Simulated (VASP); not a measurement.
Set up this calculation in VASP 6.6.1, as the native input.

```
Task                   : single point
Functional             : r2SCAN
Potentials or basis    : VASP PAW PBE potentials, release 64 (Ti_sv, Si)
Cutoff                 : 520 eV
k mesh                 : 12 × 12 × 12
Occupations            : fermi-dirac, width 0.05 eV
Spin                   : no spin polarisation
Dipole correction      : no
Further INCAR settings : ALGO = Normal; EDIFF = 1e-06; NBANDS = 17
```

Crystal: TiSi2.

```xyz
3
Lattice="-1.4923 1.7347 4.2675 1.4923 -1.7347 4.2675 1.4923 1.7347 -4.2675" Properties=species:S:1:pos:R:3 pbc="T T T"
Ti    0.0000    0.0000    0.0000
Si    0.0000    0.0000    5.7191
Si    0.0000    0.0000    2.8159
```

These files were run (other wordings do the same):

POSCAR

```
TiSi2
1.0
   -1.4922541174      1.7346606101      4.2675115011
    1.4922541174     -1.7346606101      4.2675115011
    1.4922541174      1.7346606101     -4.2675115011
Ti Si
1 2
Direct
    0.0000000000      0.0000000000      0.0000000000
    0.6700780000      0.6700780000      0.0000000000
    0.3299220000      0.3299220000      0.0000000000
```

INCAR.step1

```
SYSTEM = TiSi2
ALGO = Normal
EDIFF = 1E-4
ENCUT = 520
GGA = PE
ISMEAR = -1
LASPH = .True.
LCHARG = .False.
LREAL = .False.
LWAVE = .True.
NBANDS = 17
NELM = 100
PREC = Accurate
SIGMA = 0.05
```

INCAR.step2

```
SYSTEM = TiSi2
ALGO = Normal
EDIFF = 1E-6
ENCUT = 520
ISIF = 2
ISMEAR = -1
ISTART = 1
LASPH = .True.
LCHARG = .False.
LMIXTAU = .True.
LREAL = .False.
LWAVE = .False.
METAGGA = R2SCAN
NBANDS = 17
NELM = 100
PREC = Accurate
SIGMA = 0.05
```

KPOINTS

```
k-points
0
Gamma
  12 12 12
  0 0 0
```

Potentials or basis: VASP PAW PBE potentials, release 64 (Ti_sv, Si).

Command:

```bash
$ cat potpaw_PBE.64/Ti_sv/POTCAR potpaw_PBE.64/Si/POTCAR > POTCAR
$ cp INCAR.step1 INCAR
$ mpirun -np 1 vasp_std > vasp.out
$ cp INCAR.step2 INCAR
$ mpirun -np 1 vasp_std > vasp.out
```

Results of the run:

```
Pressure               : -7.0 GPa
Largest force          : 0.016 eV/Å
Band gap on the k mesh : zero (bands 10 and 11 overlap by 2.45 eV)
```

Caveat: the cell stands under tension; the PAW data sets were made with another functional, which shifts forces and pressure a little.

Wall time 29 min on 1 thread of Intel Xeon 8259CL, on a shared host, peak memory 0.37 GiB.
